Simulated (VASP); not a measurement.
A run of VASP 6.6.1 is set up as follows.

File INCAR:

```
PREC = Accurate
ENCUT = 600
EDIFF = 1E-8
ISMEAR = -1
SIGMA = 0.1
LREAL = F
LASPH = T
NELM = 120
ALGO = Normal
ISIF = 3
LWAVE = F
LCHARG = T
GGA = PS
NBANDS = 11
IBRION = 6
NFREE = 2
POTIM = 0.015
NSW = 1
GGA_COMPAT = F
```

KPOINTS

```
Automatic mesh
0
Gamma
  12 12 12
```

The input POSCAR:

```
Mg2Si
1.0
    0.0000000000      3.1631922581      3.1631922581
    3.1631922581      0.0000000000      3.1631922581
    3.1631922581      3.1631922581      0.0000000000
Mg Si
2 1
Direct
    0.2500000000      0.2500000000      0.2500000000
    0.7500000000      0.7500000000      0.7500000000
    0.0000000000      0.0000000000      0.0000000000
```

Potentials or basis: VASP PAW PBE potentials, release 64 (Mg, Si).

Run with:

```console
$ cat potpaw_PBE.64/Mg/POTCAR potpaw_PBE.64/Si/POTCAR > POTCAR
$ mpirun -np 1 vasp_std > vasp.out
```

Question: Estimate the elastic constants C11, C12, C44.

Answer: 118, 26, 44 GPa.

Question: What does it give for the Voigt bulk modulus?

Answer: 56 GPa.

Question: Estimate the highest phonon frequency at Γ.

Answer: 282 cm⁻¹.

Clamped-ion elastic tensor (GPa):
```
118  26  26   0   0   0
 26 118  26   0   0   0
 26  26 118   0   0   0
  0   0   0  47   0   0
  0   0   0   0  47   0
  0   0   0   0   0  47
```

Caveat: the PAW data sets were made with another functional, which shifts forces and pressure a little.
